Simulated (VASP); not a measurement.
Set up this calculation in VASP 6.6.1, as the native input.

```
Task                   : single point
Functional             : r2SCAN
Potentials or basis    : VASP PAW PBE potentials, release 64 (Ga_d, P)
Cutoff                 : 520 eV
k mesh                 : 10 × 10 × 10
Occupations            : gaussian, width 0.05 eV
Spin                   : no spin polarisation
Dipole correction      : no
Further INCAR settings : ALGO = Normal; EDIFF = 1e-06; NBANDS = 16
```

The system is GaP.

```
CELL_PARAMETERS angstrom
0.00000 2.72525 2.72525
2.72525 0.00000 2.72525
2.72525 2.72525 0.00000
ATOMIC_POSITIONS crystal
Ga 0.00000 0.00000 0.00000
P 0.75000 0.75000 0.75000
```

One way to write it, as run:

POSCAR

```
GaP
1.0
    0.0000000000      2.7252500000      2.7252500000
    2.7252500000      0.0000000000      2.7252500000
    2.7252500000      2.7252500000      0.0000000000
Ga P
1 1
Direct
    0.0000000000      0.0000000000      0.0000000000
    0.7500000000      0.7500000000      0.7500000000
```

INCAR.step1

```
ALGO     = Normal         # electronic algorithm
EDIFF    = 1E-4           # SCF threshold, eV
ENCUT    = 520            # plane-wave cutoff, eV
GGA      = PE             # functional
ISMEAR   = 0              # smearing method
LASPH    = True           # aspherical terms in the spheres
LCHARG   = False          # write CHGCAR
LREAL    = False          # projectors in reciprocal space
LWAVE    = True           # write WAVECAR
NBANDS   = 16             # bands
NELM     = 60             # most SCF steps
PREC     = Accurate       # precision mode
SIGMA    = 0.05           # smearing width, eV
```

INCAR.step2

```
ALGO     = Normal         # electronic algorithm
EDIFF    = 1E-6           # SCF threshold, eV
ENCUT    = 520            # plane-wave cutoff, eV
ISIF     = 2              # what is computed and relaxed
ISMEAR   = 0              # smearing method
ISTART   = 1            
LASPH    = True           # aspherical terms in the spheres
LCHARG   = True           # write CHGCAR
LELF     = True           # ELF
LMIXTAU  = True         
LREAL    = False          # projectors in reciprocal space
LVHAR    = True         
LWAVE    = False          # write WAVECAR
METAGGA  = R2SCAN         # meta-GGA
NBANDS   = 16             # bands
NELM     = 60             # most SCF steps
PREC     = Accurate       # precision mode
SIGMA    = 0.05           # smearing width, eV
```

KPOINTS

```
k-points
0
Gamma
  10 10 10
```

Potentials or basis: VASP PAW PBE potentials, release 64 (Ga_d, P).

Command:

```sh
$ cat potpaw_PBE.64/Ga_d/POTCAR potpaw_PBE.64/P/POTCAR > POTCAR
$ cp INCAR.step1 INCAR
$ mpirun -np 1 vasp_std > vasp.out
$ cp INCAR.step2 INCAR
$ mpirun -np 1 vasp_std > vasp.out
```

It gave:

```yaml
Pressure: 0.0 GPa
Band_gap_on_the_k_mesh: 1.86 eV, indirect (least direct gap 2.34 eV)
```

Caveat: the PAW data sets were made with another functional, which shifts forces and pressure a little.

Run time: 110 s on 1 thread of Intel Xeon 6975P-C (shared host), peak memory 0.18 GiB.
